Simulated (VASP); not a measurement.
Input of a VASP 6.6.1 run:

The input POSCAR:

```
CuO
1.0
    2.0324448269     -2.0308742494      0.1588637648
    2.0324448269      2.0308742494      0.1588637648
   -0.3946118121      0.0000000000      5.1045008747
Cu O
2 2
Direct
    0.5000000000      0.0000000000      0.5000000000
    0.0000000000      0.5000000000      0.0000000000
    0.5002593015      0.4997406985      0.7500000000
    0.4997406985      0.5002593015      0.2500000000
```

Contents of INCAR.step1:

```
SYSTEM = CuO
ALGO = Normal ; EDIFF = 1E-4
ENCUT = 520 ; GGA = PE
ISMEAR = -1 ; LASPH = .True.
LCHARG = .False. ; LREAL = .False.
LWAVE = .True. ; NBANDS = 25
NELM = 100 ; PREC = Accurate
SIGMA = 0.05
```

INCAR.step2

```
SYSTEM = CuO
ALGO = Normal ; EDIFF = 1E-6
ENCUT = 520 ; ISIF = 2
ISMEAR = -1 ; ISTART = 1
LASPH = .True. ; LCHARG = .True.
LELF = .True. ; LMIXTAU = .True.
LREAL = .False. ; LVHAR = .True.
LWAVE = .False. ; METAGGA = R2SCAN
NBANDS = 25 ; NELM = 100
PREC = Accurate ; SIGMA = 0.05
```

The input KPOINTS:

```
k-points
0
Gamma
  10 10 5
  0 0 0
```

Potentials or basis: VASP PAW PBE potentials, release 64 (Cu, O).

The run is started by

```sh
$ cat potpaw_PBE.64/Cu/POTCAR potpaw_PBE.64/O/POTCAR > POTCAR
$ cp INCAR.step1 INCAR
$ mpirun -np 1 vasp_std > vasp.out
$ cp INCAR.step2 INCAR
$ mpirun -np 1 vasp_std > vasp.out
```

(1) Predict the pressure.

(2) Predict the band gap on the k mesh.

Results:

(1) 3.0 GPa.

(2) zero (band 17 reaches 5.96 eV, above the bottom of band 18 at 5.00 eV).

Caveat: the PAW data sets were made with another functional, which shifts forces and pressure a little; semilocal functionals often make such compounds metallic where correlation or magnetic order opens a gap, which also shifts bond lengths.
